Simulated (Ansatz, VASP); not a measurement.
## Ge in VASP and in Ansatz

```
Ge
1.0
     0.00000    0.00000   -2.64273
     2.76521    0.00000    0.00000
     0.00000   -5.03900    0.00000
Ge
2
Cartesian
  1.3195 -0.0848 -0.0454
  0.0631 -2.4347 0.0454
```

Alike in both runs: task single point; functional PBEsol; k mesh 12 × 12 × 8; occupations gaussian, width 0.15 eV; no spin polarisation.

|  | VASP | Ansatz |
| --- | --- | --- |
| version | VASP 6.6.1 | Ansatz 0.2.0 |
| potentials or method | VASP PAW PBE potentials, release 64 (Ge_d), cutoff 520 eV | scalar-relativistic, plane waves, PAW |
| valence electrons in the cell | 28 | 28 |

```tsv
	VASP	Ansatz	Ansatz less VASP
gap on the k mesh at the Fermi level (eV)	none	none	-
pressure (GPa)	1.0	1.2	+0.22
traceless stress, the component that is largest in VASP (GPa)	1.58	1.56	-0.024
rms of the force components (eV/Å)	0.290	0.289	-0.0015
```

VASP's potentials were made for PBE, not for PBEsol. Atom by atom the forces differ by 0.002 eV/Å (rms over components). A gap of «none» marks a metal or a gap that the smearing closes.
